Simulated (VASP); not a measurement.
The system is MnO2.

```
Mn O
1.0
     9.32000    0.00000    0.00000
     0.00000    2.85000    0.00000
     0.00000    0.00000    4.46000
Mn O
4 8
Direct
  0.64000 0.25000 0.48000
  0.36000 0.75000 0.52000
  0.14000 0.25000 0.02000
  0.86000 0.75000 0.98000
  0.53500 0.75000 0.29000
  0.46500 0.25000 0.71000
  0.03500 0.75000 0.21000
  0.96500 0.25000 0.79000
  0.78500 0.25000 0.19000
  0.21500 0.75000 0.81000
  0.28500 0.25000 0.31000
  0.71500 0.75000 0.69000
```

Base run:

* Program: VASP 6.6.1
* Functional: PBE
* Potentials or basis: VASP PAW PBE potentials, release 64 (Mn_pv, O)
* Cutoff: 520 eV
* k mesh: 2 × 6 × 4
* Occupations: fermi-dirac, width 0.05 eV
* Spin: collinear spin, ferromagnetic start
* Starting moments: [0.9, 0.9, 0.9, 0.9, 0.0, 0.0, 0.0, 0.0, 0.0, 0.0, 0.0, 0.0] μB
* Hubbard terms: Mn d U = 3.9 eV

Its results: band gap on the k mesh 1.16 eV; pressure 15.1 GPa; net moment 12.00 μB per cell; site moments Mn +3.12; O -0.15, -0.01 (each value once) μB; largest force 2.281 eV/Å.

**Question.** After a change of settings the same cell gave: band gap on the k mesh 1.51 eV (least direct gap 1.55 eV); pressure 14.3 GPa; net moment 0.00 μB per cell; site moments Mn +3.04, -3.04 (each value once); O -0.03, +0.03, +0.01, -0.01 (each value once) μB; largest force 2.272 eV/Å. Which change was it?
A. further incar settings from ALGO = Normal; EDIFF = 1e-06; NBANDS = 66 to ALGO = Normal; EDIFF = 1e-07; NBANDS = 66; moments at the start from [0.9, 0.9, 0.9, 0.9, 0.0, 0.0, 0.0, 0.0, to [4.5, 4.5, 4.5, 4.5, 0.0, 0.0, 0.0, 0.0,
B. spin from collinear spin, ferromagnetic start to collinear spin, antiferromagnetic start; moments at the start from [0.9, 0.9, 0.9, 0.9, 0.0, 0.0, 0.0, 0.0, to [4.5, -4.5, -4.5, 4.5, 0.0, 0.0, 0.0, 0.
C. moments at the start from [0.9, 0.9, 0.9, 0.9, 0.0, 0.0, 0.0, 0.0, to [4.5, 4.5, 4.5, 4.5, 0.0, 0.0, 0.0, 0.0,

**Answer.** B.

Caveats: the cell stands under pressure; forces of over 1 eV/Å act on the atoms, so gaps and moduli don't describe the material at rest.
